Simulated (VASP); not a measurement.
Here is a VASP 6.6.1 calculation.

File INCAR:

```
PREC = Accurate ; ENCUT = 520
EDIFF = 1E-6 ; ISMEAR = 0
SIGMA = 0.05 ; LREAL = F
LASPH = T ; NELM = 80
ALGO = Normal ; ISIF = 2
LWAVE = F ; LCHARG = F
GGA = PE ; IVDW = 12
NBANDS = 20
```

KPOINTS

```
regular mesh
0
Gamma
  9 9 4
```

The input POSCAR:

```
WSe2
1.0
    3.2789854936      0.0000000000      0.0000000000
   -1.6394927468      2.8396847361      0.0000000000
    0.0000000000      0.0000000000      7.0056191088
W Se
1 2
Direct
    0.0000000000      0.0000000000      0.0000000000
    0.3333333333      0.6666666667      0.2524432937
    0.3333333333      0.6666666667      0.7475567063
```

Potentials or basis: VASP PAW PBE potentials, release 64 (W_sv, Se).

The run is started by

```console
$ cat potpaw_PBE.64/W_sv/POTCAR potpaw_PBE.64/Se/POTCAR > POTCAR
$ mpirun -np 1 vasp_std > vasp.out
```

(1) Estimate the pressure.

(2) What does it give for the largest force?

(3) Estimate the band gap on the k mesh.

(4) What does it give for the dispersion energy per atom?

Results:

(1) -5.8 GPa.

(2) 1.326 eV/Å.

(3) 1.02 eV, indirect (least direct gap 1.78 eV).

(4) -0.432 eV.

Caveat: spin-orbit coupling is left out, which moves the levels of the heavy elements; forces of over 1 eV/Å act on the atoms, so gaps and moduli don't describe the material at rest.
